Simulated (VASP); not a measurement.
Write the native input for VASP 6.6.1 that does the following.

* Task: single point
* Functional: PBE
* Potentials or basis: VASP PAW PBE potentials, release 64 (Be, Sn_d)
* Cutoff: 520 eV
* k mesh: 2 × 3 × 3
* Occupations: fermi-dirac, width 0.05 eV
* Spin: no spin polarisation
* Dipole correction: no
* Further INCAR settings: LREAL = Auto; ALGO = Normal; EDIFF = 1e-07; NBANDS = 66

The structure of Be5Sn3 lies in POSCAR:

```
Be5Sn3
1.0
    8.4211410000     -1.8239740000      0.2126260000
   -0.6249140000      6.2607110000     -0.5783730000
    0.0104530000     -0.6306640000      5.1298150000
Be Sn
10 6
Direct
    0.1508482840      0.2369869944      0.5064404100
    0.5436791805      0.9302088490      0.3910356130
    0.2894270259      0.0691387319      0.2474855848
    0.4188282691      0.2726811987      0.6076140491
    0.5000532981      0.7239525184     -0.0533116190
    0.1509178902      0.6999843960      0.0622038042
    0.9684593986      0.4025207653      0.8469064663
    0.7727065954      0.5297389393      0.9148653873
    0.2808961502      0.5289423763      0.7340867388
    0.7829319411      0.7489459583      0.6581407778
    0.2051044122      0.9007906522      0.6208279365
    0.2173750711      0.3310210046      0.0623301268
    0.5880674887      0.4609910476      0.3366038224
    0.9298894640      0.9737197220      0.2361805483
    0.7005426822      0.1320819977      0.9510366500
    0.9155486162      0.4826167217      0.3661108717
```

One way to write it, as run:

INCAR

```
ALGO = Normal ; EDIFF = 1E-7
ENCUT = 520 ; GGA = PE
ISIF = 2 ; ISMEAR = -1
LASPH = T ; LCHARG = T
LELF = T ; LREAL = Auto
LVHAR = T ; LWAVE = F
NBANDS = 66 ; NELM = 80
PREC = Accurate ; SIGMA = 0.05
```

KPOINTS

```
k-points
0
Gamma
  2 3 3
```

Potentials or basis: VASP PAW PBE potentials, release 64 (Be, Sn_d).

Command:

```console
$ cat potpaw_PBE.64/Be/POTCAR potpaw_PBE.64/Sn_d/POTCAR > POTCAR
$ mpirun -np 1 vasp_std > vasp.out
```

It gave:

The pressure is 5.4 GPa and the largest force is 2.406 eV/Å. The band gap on the k mesh is zero (band 52 reaches 7.10 eV, above the bottom of band 53 at 6.69 eV).

Caveat: the k points lie up to 0.41 Å⁻¹ apart; spin-orbit coupling is left out, which moves the levels of the heavy elements.

Wall time 5.6 min on 1 thread of Intel Xeon 6975P-C, with other jobs on the host, peak memory 0.4 GiB.
